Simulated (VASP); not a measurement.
# As (I4/mmm) in VASP: a series of runs

As is run at these levels: PBEsol; tasks: single point.

Program: VASP 6.6.1. These are calculated values, not measurements. Logs are shortened: lines on timing, memory, paths and dates and some standing lists are left out, and cuts for length are marked.

## (1) The cell of the first run

It takes space group I4/mmm (No. 139, tetragonal). The conventional cell has a = 7.461 Å, b = 7.461 Å, c = 2.469 Å, α = 90.00°, β = 90.00°, γ = 90.00°. As (site symmetry 4/mmm) has 2 As at 2.47 Å within 3.3 Å.

## (2) Single point, PBEsol (Bi replaced by As, lengths x 0.882, strained)

Contents of INCAR:

```
PREC = Accurate
ENCUT = 520
EDIFF = 1E-7
ISMEAR = 0
SIGMA = 0.1
LREAL = False
LASPH = True
NELM = 80
ALGO = Normal
ISIF = 2
LWAVE = False
LCHARG = False
GGA = PS
NBANDS = 8
```

Contents of KPOINTS:

```
regular mesh
0
Gamma
  8 8 8
```

Contents of POSCAR:

```
As
1.0
   -3.7305664771      3.7305664771      1.2345785492
    3.7305664771     -3.7305664771      1.2345785492
    3.7305664771      3.7305664771     -1.2345785492
As
1
Direct
    0.0000000000      0.0000000000      0.0000000000
```

Potentials or basis: VASP PAW PBE potentials, release 64 (As).

Launch:

```console
> cat potpaw_PBE.64/As/POTCAR > POTCAR
> mpirun -np 1 vasp_std > vasp.out
```

OUTCAR:

```text
PREC = Accurate
   ENCUT = 520
   EDIFF = 1E-7
   ISMEAR = 0
   LREAL = False
   LASPH = True
   NELM = 80
   ISIF = 2
   GGA = PS

 ion  position               nearest neighbor table
   1  0.000  0.000  0.000-

  LATTYP: Found a body centered tetragonal cell.
 ALAT       =     7.4611329542
 C/A-ratio  =     0.3309359468

  Lattice vectors:

 A1 = (  -3.7305664771,   3.7305664771,   1.2345785492)
 A2 = (   3.7305664771,  -3.7305664771,   1.2345785492)
 A3 = (   3.7305664771,   3.7305664771,  -1.2345785492)

Analysis of symmetry for initial positions (statically):
=====================================================================
 Subroutine PRICEL returns:
 Original cell was already a primitive cell.

 Routine SETGRP: Setting up the symmetry group for a
 body centered tetragonal supercell.

 Subroutine GETGRP returns: Found 16 space group operations
 (whereof 16 operations were pure point group operations)
 out of a pool of 16 trial point group operations.

The static configuration has the point symmetry D_4h.

Analysis of symmetry for dynamics (positions and initial velocities):
=====================================================================
 Subroutine PRICEL returns:
 Original cell was already a primitive cell.

 Routine SETGRP: Setting up the symmetry group for a
 body centered tetragonal supercell.

 Subroutine GETGRP returns: Found 16 space group operations
 (whereof 16 operations were pure point group operations)
 out of a pool of 16 trial point group operations.

The dynamic configuration has the point symmetry D_4h.

 Subroutine INISYM returns: Found 16 space group operations
 (whereof 16 operations are pure point group operations),
 and found     1 'primitive' translations

----------------------------------------------------------------------------------------

                                     Primitive cell

  volume of cell :      68.7271

  direct lattice vectors                    reciprocal lattice vectors
    -3.730566477  3.730566477  1.234578549     0.000000000  0.134027902  0.404996507
     3.730566477 -3.730566477  1.234578549     0.134027902  0.000000000  0.404996507
     3.730566477  3.730566477 -1.234578549     0.134027902  0.134027902  0.000000000

  length of vectors
     5.418342613  5.418342613  5.418342613     0.426597761  0.426597761  0.189544077

  position of ions in fractional coordinates (direct lattice)
     0.000000000  0.000000000  0.000000000

  ion indices of the primitive-cell ions
   primitive index   ion index
                 1           1

----------------------------------------------------------------------------------------

 KPOINTS: regular mesh

Automatic generation of k-mesh.
 Grid dimensions read from file:
 generate k-points for:    8    8    8

 Generating k-lattice:

  Cartesian coordinates                     Fractional coordinates (reciprocal lattice)
     0.000000000  0.016753488  0.050624563     0.125000000  0.000000000 -0.000000000
     0.016753488  0.000000000  0.050624563     0.000000000  0.125000000 -0.000000000
     0.016753488  0.016753488  0.000000000     0.000000000  0.000000000  0.125000000

  Length of vectors
     0.053324720  0.053324720  0.023693010

  Shift w.r.t. Gamma in fractional coordinates (k-lattice)
     0.000000000  0.000000000  0.000000000

 Subroutine IBZKPT returns following result:
 ===========================================

 Found     59 irreducible k-points:

 Following reciprocal coordinates:
            Coordinates               Weight
  0.000000  0.000000  0.000000      1.000000
  0.125000  0.000000  0.000000      8.000000
  0.250000  0.000000  0.000000      8.000000
  0.375000  0.000000  0.000000      8.000000
  0.500000  0.000000  0.000000      4.000000
  0.125000  0.125000  0.000000      8.000000
[... 16 lines left out ...]
  0.250000  0.125000  0.125000     16.000000
  0.375000  0.125000  0.125000      8.000000
 [... further k-points ...]
   k-points           NKPTS =     59   k-points in BZ     NKDIM =     59   number of bands    NBANDS=      8
   number of dos      NEDOS =    301   number of ions     NIONS =      1
   total plane-waves  NPLWV =  64000
   dimension x,y,z NGX =    40 NGY =   40 NGZ =   40
   dimension x,y,z NGXF=    80 NGYF=   80 NGZF=   80
   ions per type =               1
   NGX,Y,Z   is equivalent  to a cutoff of  12.27, 12.27, 12.27 a.u.
   NGXF,Y,Z  is equivalent  to a cutoff of  24.55, 24.55, 24.55 a.u.
 SYSTEM =  unknown system
   PREC   = accura    normal or accurate (medium, high low for compatibility)
   ISTART =      0    job   : 0-new  1-cont  2-samecut
   ICHARG =      2    charge: 1-file 2-atom 10-const
   ISPIN  =      1    spin polarized calculation?
   LNONCOLLINEAR =      F non collinear calculations
   LSORBIT =      F    spin-orbit coupling
   LASPH  =      T    aspherical Exc in radial PAW
   ENCUT  =  520.0 eV  38.22 Ry    6.18 a.u.  10.07 10.07 10.07*2*pi/ulx,y,z
   NELM   =     80;   NELMIN=  2; NELMDL= -5     # of ELM steps
   EDIFF  = 0.1E-06   stopping-criterion for ELM
   LREAL  =      F    real-space projection
   EDIFFG = 0.1E-05   stopping-criterion for IOM
   NSW    =      0    number of steps for IOM
   IBRION =     -1    ionic relax: 0-MD 1-quasi-New 2-CG
   NFREE  =      0    steps in history (QN), initial steepest desc. (CG)
   ISIF   =      2    stress and relaxation
   ISYM   =      2    0-nonsym 1-usesym 2-fastsym
   POTIM  = 0.5000    time-step for ionic-motion
   TEBEG  =    0.0;   TEEND  =   0.0 temperature during run
   PSTRESS=    0.0 pullay stress
   NELECT =       5.0000    total number of electrons
   NUPDOWN=      -1.0000    fix difference up-down
   EMIN   =  10.00;   EMAX   =-10.00  energy-range for DOS
   EFERMI =   0.00;   METHOD = LEGACY
   ISMEAR =     0;   SIGMA  =   0.10  broadening in eV -4-tet -1-fermi 0-gaus
   EFERMI_NEDOS =   21; number of points for ismear=-14 and -15
   IALGO  =     38    algorithm
   IMIX   =      4    mixing-type and parameters
     AMIX     =   0.40;   BMIX     =  1.00
     AMIX_MAG =   1.60;   BMIX_MAG =  1.00
  volume/ion in A,a.u.               =      68.73       463.79
  Fermi-wavevector in a.u.,A,eV,Ry     =   0.683422  1.291480  6.354807  0.467065
  Thomas-Fermi vector in A             =   1.762781
   LORBIT       =      0    0 simple, 1 ext, 2 COOP (PROOUT), +10 PAW based schemes
   GGA     = PS    functional components
   LHFCALC =     F    Hartree Fock is set to
   AEXX    =    0.0000 exact exchange contribution
   IVDW    =     0    specifies the selected vdW correction
   LEPSILON=     F    determine dielectric tensor
   LRPA    =     F    only Hartree local field effects (RPA)
 non-spin polarized calculation
 Gauss-broadening in eV      SIGMA  =   0.10
  energy-cutoff  :      520.00
  volume of cell :       68.73
 maximum number of plane-waves:      1888
   NGX = 21   NGY = 21   NGZ = 21

 number of electron       4.9999999 magnetization

 Free energy of the ion-electron system (eV)
  ---------------------------------------------------
  ext. energy  EPLUGINS =         0.00000000
  ---------------------------------------------------
  free energy    TOTEN  =        -3.78688152 eV

  energy without entropy =       -3.77696604  energy(sigma->0) =       -3.78192378

 E-fermi :  -2.5350     XC(G=0):  -5.1317

 val. band max:       -2.5365173478   @ k =   0.2500   0.0000   0.0000
 cond. band min:      -2.5261537200   @ k =  -0.3750   0.1250  -0.0000
 fundamental gap:      0.0103636278
 Fermi energy:        -2.5349661771

 k-point     1 :       0.0000    0.0000    0.0000
  band No.  band energies     occupation
      1     -14.1783      2.00000
      2      -3.8980      2.00000
      3      -3.8980      2.00000
      4       1.2650      0.00000
      5       3.4304      0.00000
      6       6.5128      0.00000
      7       7.7734      0.00000
      8       7.7734      0.00000

 k-point     2 :       0.1250    0.0000    0.0000
  band No.  band energies     occupation
      1     -13.8046      2.00000
      2      -3.5533      2.00000
      3      -3.5490      2.00000
      4       1.7202      0.00000
      5       3.8663      0.00000
      6       4.4814      0.00000
      7       6.5540      0.00000
      8       8.0917      0.00000

 k-point     3 :       0.2500    0.0000    0.0000
  band No.  band energies     occupation
      1     -12.6857      2.00000
      2      -2.5496      1.16419
      3      -2.5365      1.01750
      4      -0.1937      0.00000
      5       3.1622      0.00000
      6       5.1547      0.00000
      7       6.9865      0.00000
      8       9.1755      0.00000

 k-point     4 :       0.3750    0.0000    0.0000
  band No.  band energies     occupation
      1     -10.8575      2.00000
      2      -4.2603      2.00000
      3      -1.0614      0.00000
      4      -1.0451      0.00000
      5       5.2587      0.00000
      6       6.5197      0.00000
      7       7.1020      0.00000
      8       7.7709      0.00000

 k-point     5 :       0.5000    0.0000    0.0000
  band No.  band energies     occupation
      1      -9.0884      2.00000
      2      -6.7959      2.00000
      3      -0.0407      0.00000
      4      -0.0307      0.00000
      5       4.9890      0.00000
      6       5.1226      0.00000
      7       8.3724      0.00000
      8       9.2095      0.00000

 k-point     6 :       0.1250    0.1250    0.0000
  band No.  band energies     occupation
      1     -12.6883      2.00000
      2      -2.5499      1.16671
      3      -2.4747      0.39386
      4      -0.1919      0.00000
      5       2.9901      0.00000
      6       5.0489      0.00000
      7       7.5139      0.00000
      8       8.5466      0.00000

 k-point     7 :       0.2500    0.1250    0.0000
  band No.  band energies     occupation
      1     -10.8621      2.00000
      2      -4.2558      2.00000
      3      -1.0645      0.00000
      4      -0.9566      0.00000
      5       5.0292      0.00000
      6       6.5578      0.00000
      7       6.8620      0.00000
      8       7.5445      0.00000

 k-point     8 :       0.3750    0.1250    0.0000
  band No.  band energies     occupation
      1      -9.0884      2.00000
      2      -6.7958      2.00000
      3      -0.0400      0.00000
      4      -0.0328      0.00000
      5       5.0215      0.00000
      6       5.1244      0.00000
      7       8.1623      0.00000
      8       9.2297      0.00000

 k-point     9 :       0.5000    0.1250    0.0000
  band No.  band energies     occupation
      1     -10.8510      2.00000
      2      -4.2665      2.00000
      3      -1.1819      0.00000
      4      -1.0370      0.00000
      5       5.6165      0.00000
      6       6.4989      0.00000
      7       7.2419      0.00000
      8       7.6547      0.00000

 k-point    10 :      -0.3750    0.1250   -0.0000
  band No.  band energies     occupation
      1     -12.6793      2.00000
      2      -2.6975      1.97850
      3      -2.5262      0.90082
      4      -0.1983      0.00000
      5       3.5901      0.00000
      6       5.3894      0.00000
      7       6.4020      0.00000
      8       8.6058      0.00000
[... 78 lines left out ...]
 k-point    18 :       0.3750    0.3750    0.0000
  band No.  band energies     occupation
      1     -12.6703      2.00000
      2      -2.8934      2.00000
      3      -2.5030      0.65120
      4      -0.2050      0.00000
      5       4.3986      0.00000
      6       5.0257      0.00000
      7       6.5724      0.00000
      8       8.5895      0.00000

 k-point    19 :       0.5000    0.3750    0.0000
  band No.  band energies     occupation
      1     -13.7876      2.00000
      2      -3.9585      2.00000
      3      -3.5095      2.00000
      4       2.9258      0.00000
      5       4.1998      0.00000
      6       4.4817      0.00000
      7       5.3575      0.00000
      8       7.2284      0.00000

 k-point    20 :      -0.3750    0.3750    0.0000
  band No.  band energies     occupation
      1     -14.1625      2.00000
      2      -4.2863      2.00000
      3      -3.8607      2.00000
      4       2.3463      0.00000
      5       3.9553      0.00000
      6       5.0349      0.00000
      7       6.4139      0.00000
      8       7.8841      0.00000

 k-point    21 :       0.5000    0.5000    0.0000
  band No.  band energies     occupation
      1     -14.1598      2.00000
      2      -4.3447      2.00000
      3      -3.8542      2.00000
      4       2.5892      0.00000
      5       3.8880      0.00000
      6       4.8978      0.00000
      7       7.0294      0.00000
      8       7.7558      0.00000

 k-point    22 :       0.1250    0.1250    0.1250
  band No.  band energies     occupation
      1     -12.6819      2.00000
      2      -2.7055      1.98412
      3      -2.4602      0.29041
      4      -0.1963      0.00000
      5       3.4096      0.00000
      6       5.2894      0.00000
      7       6.9234      0.00000
      8       7.9423      0.00000

 k-point    23 :       0.2500    0.1250    0.1250
  band No.  band energies     occupation
      1     -10.8555      2.00000
      2      -4.2620      2.00000
      3      -1.1952      0.00000
      4      -0.9439      0.00000
      5       5.4425      0.00000
      6       6.4821      0.00000
      7       6.8485      0.00000
      8       8.1507      0.00000

 k-point    24 :       0.3750    0.1250    0.1250
  band No.  band energies     occupation
      1      -9.0883      2.00000
      2      -6.7958      2.00000
      3      -0.0423      0.00000
      4      -0.0373      0.00000
      5       5.0384      0.00000
      6       5.1058      0.00000
      7       8.4053      0.00000
      8       9.1168      0.00000

 [... further k-points ...]

------------------------ aborting loop because EDIFF is reached ----------------------------------------

  FORCE on cell =-STRESS in cart. coord.  units (eV):
  Direction    XX          YY          ZZ          XY          YZ          ZX
  --------------------------------------------------------------------------------------
  -------------------------------------------------------------------------------------
  Total       -0.1639725     -0.1639725     -3.3178451      0.0000000      0.0000000      0.0000000
  in kB       -3.8225504     -3.8225504    -77.3460978      0.0000000      0.0000000      0.0000000
  external PRESSURE =     -28.3303996 kB  Pullay stress =       0.0000000 kB

 VOLUME and BASIS-vectors are now :
 -----------------------------------------------------------------------------
  energy-cutoff  :      520.00
  volume of cell :       68.73
      direct lattice vectors                 reciprocal lattice vectors
    -3.730566477  3.730566477  1.234578549     0.000000000  0.134027902  0.404996507
     3.730566477 -3.730566477  1.234578549     0.134027902  0.000000000  0.404996507
     3.730566477  3.730566477 -1.234578549     0.134027902  0.134027902  0.000000000

 POSITION                                       TOTAL-FORCE (eV/Angst)
 -----------------------------------------------------------------------------------
      0.00000      0.00000      0.00000         0.000000      0.000000      0.000000
 -----------------------------------------------------------------------------------
    total drift:                               -0.000000     -0.000000     -0.000000

  FREE ENERGIE OF THE ION-ELECTRON SYSTEM (eV)
  ---------------------------------------------------
  free  energy   TOTEN  =        -3.7868815163 eV

  energy  without entropy=       -3.7769660395  energy(sigma->0) =       -3.78192378
```

Run time: 41 s. Hardware: 1 thread of Intel Xeon Platinum 8259CL at 2.50GHz (Skylake/Cascade Lake), shared host; peak memory 0.24 GiB.

Results:

```
Free energy : -3.7869 eV
Pressure    : -2.8 GPa
```

Stress tensor (GPa, compression positive):
```
-0.38  0.00  0.00
 0.00 -0.38  0.00
 0.00  0.00 -7.73
```

Levels at points of the mesh, in eV from the Fermi level:
| k point | band 1 | band 2 | band 3 | band 4 | band 5 | band 6 |
| --- | --- | --- | --- | --- | --- | --- |
| (0.00, 0.00, 0.00) | -11.64 | -1.36 | -1.36 | 3.80 | 5.97 | 9.05 |
| (0.50, 0.00, 0.00) | -6.55 | -4.26 | 2.49 | 2.50 | 7.52 | 7.66 |
| (0.50, 0.50, 0.00) | -11.62 | -1.81 | -1.32 | 5.12 | 6.42 | 7.43 |
| (0.50, 0.50, 0.50) | -11.61 | -1.73 | -1.73 | 5.12 | 8.23 | 8.23 |

Caveat: the cell differs from its parent crystal (Bi replaced by As, lengths x 0.882, strained); the PAW data sets were made with another functional, which shifts forces and pressure a little.

## (3) Single point, PBEsol (Bi replaced by As, lengths x 0.882, strained)

Contents of INCAR:

```
SYSTEM = As
PREC = Accurate
ENCUT = 520
EDIFF = 1E-7
ISMEAR = 0
SIGMA = 0.1
LREAL = .FALSE.
LASPH = .TRUE.
NELM = 100
ALGO = Normal
ISIF = 2
LWAVE = .FALSE.
LCHARG = .FALSE.
GGA = PS
NBANDS = 8
```

Contents of KPOINTS:

```
regular mesh
0
G
  18 18 18
  0 0 0
```

POSCAR is that of step 2.

Potentials or basis: VASP PAW PBE potentials, release 64 (As).

Launch:

```console
> cat potpaw_PBE.64/As/POTCAR > POTCAR
> mpirun -np 1 vasp_std > vasp.out
```

It took 3.1 min on 1 thread of Intel Xeon Platinum 8488C (Sapphire Rapids), shared host; peak memory 0.43 GiB.

It converged, with:

```yaml
Free_energy: -3.7386 eV
Pressure: -2.5 GPa
```

Stress tensor (GPa, compression positive):
```
-0.25  0.00  0.00
 0.00 -0.25  0.00
 0.00  0.00 -6.96
```

Levels at points of the mesh, in eV from the Fermi level:
```csv
k point,band 1,band 2,band 3,band 4,band 5,band 6
"(0.00, 0.00, 0.00)",-11.80,-1.54,-1.54,3.60,5.77,8.85
"(0.50, 0.00, 0.00)",-6.72,-4.40,2.32,2.33,7.34,7.48
"(0.50, 0.50, 0.00)",-11.78,-1.99,-1.50,4.93,6.22,7.23
"(0.50, 0.50, 0.50)",-11.76,-1.91,-1.91,4.91,8.04,8.04
```

Caveat: the cell differs from its parent crystal (Bi replaced by As, lengths x 0.882, strained); the PAW data sets were made with another functional, which shifts forces and pressure a little.
